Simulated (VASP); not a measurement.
Write the native input for VASP 6.6.1 that does the following.

| Property | Result |
| --- | --- |
| Task | single point |
| Functional | PBE |
| Potentials or basis | VASP PAW PBE potentials, release 64 (Bi_d, Ag, As, Cl) |
| Cutoff | 400 eV |
| k mesh | 6 × 6 × 6 |
| Occupations | gaussian, width 0.0605 eV |
| Spin | no spin polarisation |
| Dipole correction | no |
| k mesh for the DOS | 9 × 9 × 9 |
| Occupations for the DOS | tetrahedron |
| Further INCAR settings | ALGO = Normal; EDIFF = 1e-06; NBANDS = 50 |

AgBiAs2Cl6:

```
Bi Ag As Cl
1.0
     0.00000    5.00077    5.00077
     5.00077    0.00000    5.00077
     5.00077    5.00077    0.00000
Bi Ag As Cl
1 1 2 6
Direct
  0.00000 0.00000 0.00000
  0.50000 0.50000 0.50000
  0.75000 0.75000 0.75000
  0.25000 0.25000 0.25000
  0.75220 0.75220 0.24780
  0.24780 0.24780 0.75220
  0.24780 0.75220 0.75220
  0.75220 0.24780 0.24780
  0.75220 0.24780 0.75220
  0.24780 0.75220 0.24780
```

One way to write it, as run:

POSCAR

```
AgBiAs2Cl6
1.0
    0.0000000000      5.0007750000      5.0007750000
    5.0007750000      0.0000000000      5.0007750000
    5.0007750000      5.0007750000      0.0000000000
Bi Ag As Cl
1 1 2 6
Direct
    0.0000000000      0.0000000000      0.0000000000
    0.5000000000      0.5000000000      0.5000000000
    0.7500000000      0.7500000000      0.7500000000
    0.2500000000      0.2500000000      0.2500000000
    0.7522000000      0.7522000000      0.2478000000
    0.2478000000      0.2478000000      0.7522000000
    0.2478000000      0.7522000000      0.7522000000
    0.7522000000      0.2478000000      0.2478000000
    0.7522000000      0.2478000000      0.7522000000
    0.2478000000      0.7522000000      0.2478000000
```

INCAR.step1

```
SYSTEM = AgBiAs2Cl6
PREC = Accurate ; ENCUT = 400
EDIFF = 1E-6 ; ISMEAR = 0
SIGMA = 0.0605 ; LREAL = .False.
LASPH = .True. ; NELM = 120
ALGO = Normal ; ISIF = 2
LWAVE = .False. ; LCHARG = .True.
LMAXMIX = 4 ; GGA = PE
NBANDS = 50 ; GGA_COMPAT = .False.
NEDOS = 2001 ; LORBIT = 11
```

KPOINTS.step1

```
Automatic mesh
0
Gamma
  6 6 6
  0 0 0
```

INCAR.step2

```
SYSTEM = AgBiAs2Cl6
PREC = Accurate ; ENCUT = 400
EDIFF = 1E-6 ; ISMEAR = -5
SIGMA = 0.0605 ; LREAL = .False.
LASPH = .True. ; NELM = 120
ALGO = Normal ; ISIF = 2
LWAVE = .False. ; LCHARG = .False.
LMAXMIX = 4 ; GGA = PE
LORBIT = 11 ; NBANDS = 50
NEDOS = 1001 ; ICHARG = 11
GGA_COMPAT = .False.
```

KPOINTS.step2

```
Automatic mesh
0
Gamma
  9 9 9
  0 0 0
```

Potentials or basis: VASP PAW PBE potentials, release 64 (Bi_d, Ag, As, Cl).

Launch:

```sh
$ cat potpaw_PBE.64/Bi_d/POTCAR potpaw_PBE.64/Ag/POTCAR potpaw_PBE.64/As/POTCAR potpaw_PBE.64/Cl/POTCAR > POTCAR
$ cp INCAR.step1 INCAR
$ cp KPOINTS.step1 KPOINTS
$ mpirun -np 1 vasp_std > vasp.out
$ cp INCAR.step2 INCAR
$ cp KPOINTS.step2 KPOINTS
$ mpirun -np 1 vasp_std > vasp.out
```

It gave:

```json
{
 "Valence electrons inside the program's atomic spheres": "Bi 12.81; Ag 9.84; As 2.45; Cl 5.11"
}
```

Wall time 11 min on 1 thread of Intel Xeon 8259CL, on a shared host, peak memory 0.49 GiB.
